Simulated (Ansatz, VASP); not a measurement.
**One calculation of Co, two programs**

```
Co
1.0
     2.53615    0.00000    0.00000
    -1.26807    2.19637    0.00000
     0.00000    0.00000    4.14298
Co
2
Direct
  0.33333 0.66667 0.74014
  0.66667 0.33333 0.25986
```

Change from the starting cell: volume scaled by 1.06.

Alike in both runs: task single point; functional LDA; k mesh 12 × 12 × 7; occupations fermi-dirac, width 0.05 eV; collinear spin.

|  | VASP | Ansatz |
| --- | --- | --- |
| version | VASP 6.6.1 | Ansatz 0.2.0 |
| potentials or method | VASP PAW LDA potentials, release 64 (Co), cutoff 520 eV | all-electron LAPW, scalar-relativistic |

VASP gave:

```
gap on the k mesh at the Fermi level (eV)                     : none
pressure (GPa)                                                : -27.1
traceless stress, the component that is largest in VASP (GPa) : -1.69
rms of the force components (eV/Å)                            : 0.135
net moment per atom (μB)                                      : 1.61
size of the moment on the site where the two differ most (μB) : 1.62
```

**Question.** What did Ansatz give for the same quantities?

**Answer.** gap on the k mesh at the Fermi level (eV): none; pressure (GPa): -26.6; traceless stress, the component that is largest in VASP (GPa): -1.64; rms of the force components (eV/Å): 0.135; net moment per atom (μB): 1.64; size of the moment on the site where the two differ most (μB): 1.69.

LDA's correlation is that of Perdew and Zunger in VASP and of Perdew and Wang (1992) in Ansatz. Site moments also hang on the region over which each program counts them. Atom by atom the forces differ by 0.000 eV/Å (rms over components). A gap of «none» marks a metal or a gap that the smearing closes. Ansatz ran all-electron here, and VASP with PAW potentials.
